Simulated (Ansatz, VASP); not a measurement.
# AlN: VASP beside Ansatz

```xyz
8
Lattice="-1.6378 2.8368 0.0000 0.0000 0.0000 4.1006 4.9135 2.8368 0.0000" Properties=species:S:1:pos:R:3 pbc="T T T"
Al    0.4960    2.1392    3.0755
Al    1.6378    4.7280    3.0755
Al    1.6378    0.9456    1.0252
Al    3.2757    3.7824    1.0252
N     0.0000    1.8912    1.0252
N     1.6378    4.7280    1.0252
N     1.6378    0.9456    3.0755
N     3.2757    3.7824    3.0755
```

Alike in both runs: task single point; functional LDA; k mesh 8 × 6 × 4; occupations gaussian, width 0.05 eV; no spin polarisation.

|  | VASP | Ansatz |
| --- | --- | --- |
| version | VASP 6.6.1 | Ansatz 0.2.0 |
| potentials or method | VASP PAW LDA potentials, release 64 (Al, N), cutoff 520 eV | scalar-relativistic, plane waves, PAW |
| valence electrons in the cell | 32 | 32 |

Ansatz gave:

* gap on the k mesh at the Fermi level (eV): 2.50
* least direct gap on the mesh (eV): 2.51
* pressure (GPa): 8.1
* traceless stress, the component that is largest in VASP (GPa): -13.44
* rms of the force components (eV/Å): 1.660

**Question.** Estimate VASP's values.

**Answer.** gap on the k mesh at the Fermi level (eV): 2.48; least direct gap on the mesh (eV): 2.52; pressure (GPa): 9.0; traceless stress, the component that is largest in VASP (GPa): -13.87; rms of the force components (eV/Å): 1.679.

Ansatz warns that its potentials were made for another functional, while VASP's fit it. LDA's correlation is that of Perdew and Zunger in VASP and of Perdew and Wang (1992) in Ansatz. Atom by atom the forces differ by 0.026 eV/Å (rms over components).
